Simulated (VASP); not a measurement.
# Na2N (P-3m1) in VASP: further runs

Runs on Na2N. Level: PBE. Tasks: single point, relaxation of cell and atoms.

All numbers are computed with VASP 6.6.1; they aren't measurements. Logs are shortened: lines on timing, memory, paths and dates and some standing lists are left out, and cuts for length are marked.

**1. The cell of the first run**

Symmetry: P-3m1, No. 164, trigonal system. The conventional cell has a = 3.702 Å, b = 3.702 Å, c = 5.635 Å, α = 90.00°, β = 90.00°, γ = 120.00°. Within 3.2 Å of Na (site symmetry 3m) lie 3 N at 2.41 Å and 3 Na at 3.07 Å. Within 3.2 Å of N (site symmetry -3m) lie 6 Na at 2.41 Å.

The cell was generated, and may not be a known phase.

**2. Single point, PBE, collinear spin, ferromagnetic start**

INCAR reads:

```
PREC     = Accurate       # precision mode
ENCUT    = 520            # plane-wave cutoff, eV
EDIFF    = 1E-7           # SCF threshold, eV
ISMEAR   = 0              # smearing method
SIGMA    = 0.1            # smearing width, eV
LREAL    = False          # projectors in reciprocal space
LASPH    = True           # aspherical terms in the spheres
NELM     = 150            # most SCF steps
ALGO     = Normal         # electronic algorithm
ISIF     = 2              # what is computed and relaxed
LWAVE    = False          # write WAVECAR
LCHARG   = False          # write CHGCAR
ISPIN    = 2              # spin polarisation
MAGMOM   = 0 0 1          # initial moments
LORBIT   = 11             # projections on sites
GGA      = PE             # functional
NBANDS   = 20             # bands
```

KPOINTS reads:

```
regular mesh
0
Gamma
  6 6 4
```

POSCAR reads:

```
Na2N
1.0
    3.7019771789      0.0000000000      0.0000000000
   -1.8509885894      3.2060062811      0.0000000000
    0.0000000000      0.0000000000      5.6351992789
Na N
2 1
Direct
    0.6666666667      0.3333333333      0.6960968773
    0.3333333333      0.6666666667      0.3039031227
    0.0000000000      0.0000000000      0.5000000000
```

Potentials or basis: VASP PAW PBE potentials, release 64 (Na_pv, N).

On the command line:

```
cat potpaw_PBE.64/Na_pv/POTCAR potpaw_PBE.64/N/POTCAR > POTCAR
mpirun -np 1 vasp_std > vasp.out
```

OUTCAR:

```text
PREC = Accurate
   ENCUT = 520
   EDIFF = 1E-7
   ISMEAR = 0
   LREAL = False
   LASPH = True
   NELM = 150
   ISIF = 2
   ISPIN = 2
   LORBIT = 11
   GGA = PE

 ion  position               nearest neighbor table
   1  0.667  0.333  0.696-
   2  0.333  0.667  0.304-
   3  0.000  0.000  0.500-

  LATTYP: Found a hexagonal cell.
 ALAT       =     3.7019771789
 C/A-ratio  =     1.5222134029

  Lattice vectors:

 A1 = (   3.7019771789,   0.0000000000,   0.0000000000)
 A2 = (  -1.8509885894,   3.2060062811,   0.0000000000)
 A3 = (   0.0000000000,   0.0000000000,   5.6351992789)

Analysis of symmetry for initial positions (statically):
=====================================================================
 Subroutine PRICEL returns:
 Original cell was already a primitive cell.

 Routine SETGRP: Setting up the symmetry group for a
 hexagonal supercell.

 Subroutine GETGRP returns: Found 12 space group operations
 (whereof 12 operations were pure point group operations)
 out of a pool of 24 trial point group operations.

The static configuration has the point symmetry D_3d.

Analysis of symmetry for dynamics (positions and initial velocities):
=====================================================================
 Subroutine PRICEL returns:
 Original cell was already a primitive cell.

 Routine SETGRP: Setting up the symmetry group for a
 hexagonal supercell.

 Subroutine GETGRP returns: Found 12 space group operations
 (whereof 12 operations were pure point group operations)
 out of a pool of 24 trial point group operations.

The dynamic configuration has the point symmetry D_3d.

Analysis of structural, dynamic, and magnetic symmetry:
=====================================================================
 Subroutine PRICEL returns:
 Original cell was already a primitive cell.

 Routine SETGRP: Setting up the symmetry group for a
 hexagonal supercell.

 Subroutine GETGRP returns: Found 12 space group operations
 (whereof 12 operations were pure point group operations)
 out of a pool of 24 trial point group operations.

The overall configuration has the point symmetry D_3d.

 Subroutine INISYM returns: Found 12 space group operations
 (whereof 12 operations are pure point group operations),
 and found     1 'primitive' translations

----------------------------------------------------------------------------------------

                                     Primitive cell

  volume of cell :      66.8817

  direct lattice vectors                    reciprocal lattice vectors
     3.701977179  0.000000000  0.000000000     0.270125922  0.155957274  0.000000000
    -1.850988589  3.206006281  0.000000000     0.000000000  0.311914548  0.000000000
     0.000000000  0.000000000  5.635199279     0.000000000  0.000000000  0.177456014

  length of vectors
     3.701977179  3.701977179  5.635199279     0.311914548  0.311914548  0.177456014

  position of ions in fractional coordinates (direct lattice)
     0.666666667  0.333333333  0.696096877
     0.333333333  0.666666667  0.303903123
     0.000000000  0.000000000  0.500000000

  ion indices of the primitive-cell ions
   primitive index   ion index
                 1           1
                 2           2
                 3           3

----------------------------------------------------------------------------------------

 KPOINTS: regular mesh

Automatic generation of k-mesh.
 Grid dimensions read from file:
 generate k-points for:    6    6    4

 Generating k-lattice:

  Cartesian coordinates                     Fractional coordinates (reciprocal lattice)
     0.045020987  0.025992879  0.000000000     0.166666667 -0.000000000  0.000000000
     0.000000000  0.051985758  0.000000000     0.000000000  0.166666667  0.000000000
     0.000000000  0.000000000  0.044364003     0.000000000  0.000000000  0.250000000

  Length of vectors
     0.051985758  0.051985758  0.044364003

  Shift w.r.t. Gamma in fractional coordinates (k-lattice)
     0.000000000  0.000000000  0.000000000

 Subroutine IBZKPT returns following result:
 ===========================================

 Found     24 irreducible k-points:

 Following reciprocal coordinates:
            Coordinates               Weight
  0.000000  0.000000  0.000000      1.000000
  0.166667  0.000000  0.000000      6.000000
  0.333333 -0.000000  0.000000      6.000000
  0.500000 -0.000000  0.000000      3.000000
  0.166667  0.166667  0.000000      6.000000
  0.333333  0.166667  0.000000     12.000000
[... 16 lines left out ...]
  0.333333  0.166667  0.500000     12.000000
  0.333333  0.333333  0.500000      2.000000
   k-points           NKPTS =     24   k-points in BZ     NKDIM =     24   number of bands    NBANDS=     20
   number of dos      NEDOS =    301   number of ions     NIONS =      3
   total plane-waves  NPLWV =  32928
   dimension x,y,z NGX =    28 NGY =   28 NGZ =   42
   dimension x,y,z NGXF=    56 NGYF=   56 NGZF=   84
   ions per type =               2   1
   NGX,Y,Z   is equivalent  to a cutoff of  12.57, 12.57, 12.39 a.u.
   NGXF,Y,Z  is equivalent  to a cutoff of  25.15, 25.15, 24.78 a.u.
 SYSTEM =  unknown system
   PREC   = accura    normal or accurate (medium, high low for compatibility)
   ISTART =      0    job   : 0-new  1-cont  2-samecut
   ICHARG =      2    charge: 1-file 2-atom 10-const
   ISPIN  =      2    spin polarized calculation?
   LNONCOLLINEAR =      F non collinear calculations
   LSORBIT =      F    spin-orbit coupling
   LASPH  =      T    aspherical Exc in radial PAW
   ENCUT  =  520.0 eV  38.22 Ry    6.18 a.u.   6.88  6.88 10.48*2*pi/ulx,y,z
   NELM   =    150;   NELMIN=  2; NELMDL= -5     # of ELM steps
   EDIFF  = 0.1E-06   stopping-criterion for ELM
   LREAL  =      F    real-space projection
   EDIFFG = 0.1E-05   stopping-criterion for IOM
   NSW    =      0    number of steps for IOM
   IBRION =     -1    ionic relax: 0-MD 1-quasi-New 2-CG
   NFREE  =      0    steps in history (QN), initial steepest desc. (CG)
   ISIF   =      2    stress and relaxation
   ISYM   =      2    0-nonsym 1-usesym 2-fastsym
   POTIM  = 0.5000    time-step for ionic-motion
   TEBEG  =    0.0;   TEEND  =   0.0 temperature during run
   PSTRESS=    0.0 pullay stress
   NELECT =      19.0000    total number of electrons
   NUPDOWN=      -1.0000    fix difference up-down
   EMIN   =  10.00;   EMAX   =-10.00  energy-range for DOS
   EFERMI =   0.00;   METHOD = LEGACY
   ISMEAR =     0;   SIGMA  =   0.10  broadening in eV -4-tet -1-fermi 0-gaus
   EFERMI_NEDOS =   21; number of points for ismear=-14 and -15
   IALGO  =     38    algorithm
   IMIX   =      4    mixing-type and parameters
     AMIX     =   0.40;   BMIX     =  1.00
     AMIX_MAG =   1.60;   BMIX_MAG =  1.00
  volume/ion in A,a.u.               =      22.29       150.45
  Fermi-wavevector in a.u.,A,eV,Ry     =   1.076193  2.033710 15.758156  1.158192
  Thomas-Fermi vector in A             =   2.212071
   LORBIT       =     11    0 simple, 1 ext, 2 COOP (PROOUT), +10 PAW based schemes
   GGA     = PE    functional components
   LHFCALC =     F    Hartree Fock is set to
   AEXX    =    0.0000 exact exchange contribution
   IVDW    =     0    specifies the selected vdW correction
   LEPSILON=     F    determine dielectric tensor
   LRPA    =     F    only Hartree local field effects (RPA)
 spin polarized calculation
 Gauss-broadening in eV      SIGMA  =   0.10
  energy-cutoff  :      520.00
  volume of cell :       66.88
 maximum number of plane-waves:      1818
   NGX = 13   NGY = 13   NGZ = 21

 number of electron      19.0000010 magnetization       1.0138941

 Free energy of the ion-electron system (eV)
  ---------------------------------------------------
  ext. energy  EPLUGINS =         0.00000000
  ---------------------------------------------------
  free energy    TOTEN  =        -9.28809001 eV

  energy without entropy =       -9.28289900  energy(sigma->0) =       -9.28549450

 E-fermi :   0.2798     XC(G=0):  -7.2562

 val. band max:        0.2438598924   @ k =   0.1667   0.0000   0.2500
 cond. band min:       0.3732801072   @ k =   0.3333   0.1667   0.0000
 fundamental gap:      0.1294202148
 Fermi energy:         0.2797815386

 spin component 1

 k-point     1 :       0.0000    0.0000    0.0000
  band No.  band energies     occupation
      1     -23.0202      1.00000
      2     -22.9141      1.00000
      3     -22.8703      1.00000
      4     -22.8703      1.00000
      5     -22.8445      1.00000
      6     -22.8445      1.00000
[... 12 lines left out ...]
     19      13.7985      0.00000
     20      14.8868      0.00000
[... 507 lines left out ...]
 k-point    24 :       0.3333    0.3333    0.5000
  band No.  band energies     occupation
      1     -22.9751      1.00000
      2     -22.9751      1.00000
      3     -22.9261      1.00000
      4     -22.8643      1.00000
      5     -22.8643      1.00000
      6     -22.8576      1.00000
[... 12 lines left out ...]
     19      14.1767      0.00000
     20      14.1767      0.00000
 Fermi energy:         0.2797815386

 spin component 2

 k-point     1 :       0.0000    0.0000    0.0000
  band No.  band energies     occupation
      1     -23.0216      1.00000
      2     -22.9194      1.00000
      3     -22.8671      1.00000
      4     -22.8671      1.00000
      5     -22.8408      1.00000
      6     -22.8408      1.00000
[... 12 lines left out ...]
     19      13.6491      0.00000
     20      14.7911      0.00000
[... 507 lines left out ...]
 k-point    24 :       0.3333    0.3333    0.5000
  band No.  band energies     occupation
      1     -22.9780      1.00000
      2     -22.9780      1.00000
      3     -22.9170      1.00000
      4     -22.8622      1.00000
      5     -22.8622      1.00000
      6     -22.8545      1.00000
[... 12 lines left out ...]
     19      14.3272      0.00000
     20      14.3272      0.00000

------------------------ aborting loop because EDIFF is reached ----------------------------------------

  FORCE on cell =-STRESS in cart. coord.  units (eV):
  Direction    XX          YY          ZZ          XY          YZ          ZX
  --------------------------------------------------------------------------------------
  -------------------------------------------------------------------------------------
  Total        0.0727861      0.0727861      0.0210109      0.0000000      0.0000000      0.0000000
  in kB        1.7436195      1.7436195      0.5033252      0.0000000      0.0000000      0.0000000
  external PRESSURE =       1.3301880 kB  Pullay stress =       0.0000000 kB

 VOLUME and BASIS-vectors are now :
 -----------------------------------------------------------------------------
  energy-cutoff  :      520.00
  volume of cell :       66.88
      direct lattice vectors                 reciprocal lattice vectors
     3.701977179  0.000000000  0.000000000     0.270125922  0.155957274  0.000000000
    -1.850988589  3.206006281  0.000000000     0.000000000  0.311914548  0.000000000
     0.000000000  0.000000000  5.635199279     0.000000000  0.000000000  0.177456014

 POSITION                                       TOTAL-FORCE (eV/Angst)
 -----------------------------------------------------------------------------------
      1.85099      1.06867      3.92264        -0.000000      0.000000      0.033283
     -0.00000      2.13734      1.71255         0.000000     -0.000000     -0.033283
      0.00000      0.00000      2.81760         0.000000      0.000000      0.000000
 -----------------------------------------------------------------------------------
    total drift:                                0.000000     -0.000000      0.000000

  FREE ENERGIE OF THE ION-ELECTRON SYSTEM (eV)
  ---------------------------------------------------
  free  energy   TOTEN  =        -9.2880900056 eV

  energy  without entropy=       -9.2828990009  energy(sigma->0) =       -9.28549450

 total charge

# of ion       s       p       d       tot
------------------------------------------
    1        0.086   5.989   0.000   6.074
    2        0.086   5.989   0.000   6.074
    3        1.289   2.186   0.000   3.475
--------------------------------------------------
tot          1.461  14.163   0.000  15.624

 magnetization (x)

# of ion       s       p       d       tot
------------------------------------------
    1       -0.010   0.006   0.000  -0.004
    2       -0.010   0.006   0.000  -0.004
    3        0.016   0.730   0.000   0.746
--------------------------------------------------
tot         -0.005   0.742   0.000   0.737
```

It took 94 s on 1 thread of AMD EPYC 7R13, shared host; peak memory 0.19 GiB.

Results:

```
Free energy                                           : -9.2881 eV
Pressure                                              : 0.1 GPa
Largest force                                         : 0.033 eV/Å
Band gap on the k mesh                                : zero (filled and empty bands overlap)
Net moment                                            : 1.01 μB per cell
Site moments                                          : Na -0.00; N +0.75 μB
Valence electrons inside the program's atomic spheres : Na 6.07; N 3.48
```

Forces on the atoms (eV/Å):
```
Na   0.000  0.000  0.033
Na   0.000  0.000 -0.033
N    0.000  0.000  0.000
```

(Part 1 of 2 ends here.)

The gap in the log of VASP goes by the Fermi energy; the results here count the filled bands.